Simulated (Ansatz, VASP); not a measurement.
# One calculation of Mg2CdTe3, two programs

```xyz
12
Lattice="4.4979 -0.0450 0.0712 -0.0780 8.0717 0.0019 0.1738 0.0027 11.1706" Properties=species:S:1:pos:R:3 pbc="T T T"
Mg    0.0724   -0.0213   10.9650
Mg    2.3365    4.1362   11.0382
Mg   -0.0037    2.4038    7.4326
Mg    2.1861    6.6871    7.5547
Cd    2.3610    1.1796    3.8583
Cd    0.2110    5.5497    3.7495
Te    2.2448    1.3957    0.9645
Te    0.1838    5.4209    1.0517
Te   -0.0267    2.6340    4.5868
Te    2.0871    6.9233    4.7383
Te    0.1658    0.0205    8.2994
Te    2.4154    3.9116    8.5926
```

Change from the starting cell: cell x2, atoms moved at random (sigma 0.15 Å) and cell strained at random (1.5 %), then relaxed without symmetry.

Alike in both runs: task relaxation of cell and atoms; functional PBE; k mesh 4 × 2 × 2; occupations gaussian, width 0.1 eV; no spin polarisation.

|  | VASP | Ansatz |
| --- | --- | --- |
| version | VASP 6.6.1 | Ansatz 0.2.0 |
| potentials or method | VASP PAW PBE potentials, release 64 (Mg, Cd, Te), cutoff 600 eV | scalar-relativistic, plane waves, PAW |
| valence electrons in the cell | 68 | 176 |

|  | VASP | Ansatz | Ansatz less VASP |
| --- | --- | --- | --- |
| gap on the k mesh at the Fermi level, each at its own relaxed structure (eV) | 1.44 | 1.45 | +0.009 |
| relaxed volume (Å³/atom) | 35.09 | 35.07 | -0.023 |
| relaxed length of the cell vector where the two differ most in proportion (Å) | 8.013 | 8.008 | -0.0052 |

VASP's potentials hold 68 valence electrons a cell and Ansatz's 176, so a difference there can come from the potentials and not from the codes.

Spin-orbit coupling is off throughout.
